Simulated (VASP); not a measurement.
A run of VASP 6.6.1 is set up as follows.

File POSCAR:

```
Rh
1.0
    0.0000000000      1.8629413960      1.8629413960
    1.8629413960      0.0000000000      1.8629413960
    1.8629413960      1.8629413960      0.0000000000
Rh
1
Direct
    0.0000000000      0.0000000000      0.0000000000
```

File INCAR.step1:

```
SYSTEM = Rh
PREC = Accurate
ENCUT = 520
ISMEAR = -1
SIGMA = 0.1
LREAL = .FALSE.
LASPH = .TRUE.
NELM = 100
NBANDS = 14
GGA = PE
ALGO = Normal
EDIFF = 1E-4
LWAVE = .TRUE.
LCHARG = .FALSE.
```

Contents of INCAR.step2:

```
SYSTEM = Rh
PREC = Accurate
ENCUT = 520
EDIFF = 1E-6
ISMEAR = -1
SIGMA = 0.1
LREAL = .FALSE.
LASPH = .TRUE.
NELM = 100
ALGO = Normal
ISIF = 2
LWAVE = .FALSE.
LCHARG = .FALSE.
METAGGA = R2SCAN
LMIXTAU = .TRUE.
NBANDS = 14
ISTART = 1
```

File KPOINTS:

```
regular mesh
0
G
  15 15 15
  0 0 0
```

Potentials or basis: VASP PAW PBE potentials, release 64 (Rh_pv).

Command:

```sh
$ cat potpaw_PBE.64/Rh_pv/POTCAR > POTCAR
$ cp INCAR.step1 INCAR
$ mpirun -np 1 vasp_std > vasp.out
$ cp INCAR.step2 INCAR
$ mpirun -np 1 vasp_std > vasp.out
```

Q: Estimate the pressure.

A: 21.3 GPa.

Caveat: the PAW data sets were made with another functional, which shifts forces and pressure a little.
